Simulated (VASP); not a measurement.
Co:

```
CELL_PARAMETERS angstrom
2.20665 0.00000 0.00000
-1.10332 1.91101 0.00000
0.00000 0.00000 3.55947
ATOMIC_POSITIONS crystal
Co 0.66667 0.33333 0.25000
Co 0.33333 0.66667 0.75000
```

Base run:

| Item | Value |
| --- | --- |
| Program | VASP 6.6.1 |
| Functional | LDA |
| Potentials or basis | VASP PAW LDA potentials, release 64 (Co) |
| Cutoff | 520 eV |
| k mesh | 24 × 24 × 12 |
| Occupations | gaussian, width 0.15 eV |
| Spin | collinear spin, ferromagnetic start |
| Starting moments | [1.1, 1.1] μB |
| Fixed moment | 2.2 μB |

Its results: pressure 148.0 GPa; site moments Co +1.06 μB.

Task: The run is repeated on the same cell with these changes: fixed moment from 2.2 μB to 1.65 μB; moments at the start from [1.1, 1.1] to [0.82, 0.82]. What comes out?

Result: Pressure 142.6 GPa; site moments Co +0.80 μB.

Caveats: the total moment is fixed, so each spin has its own Fermi level.
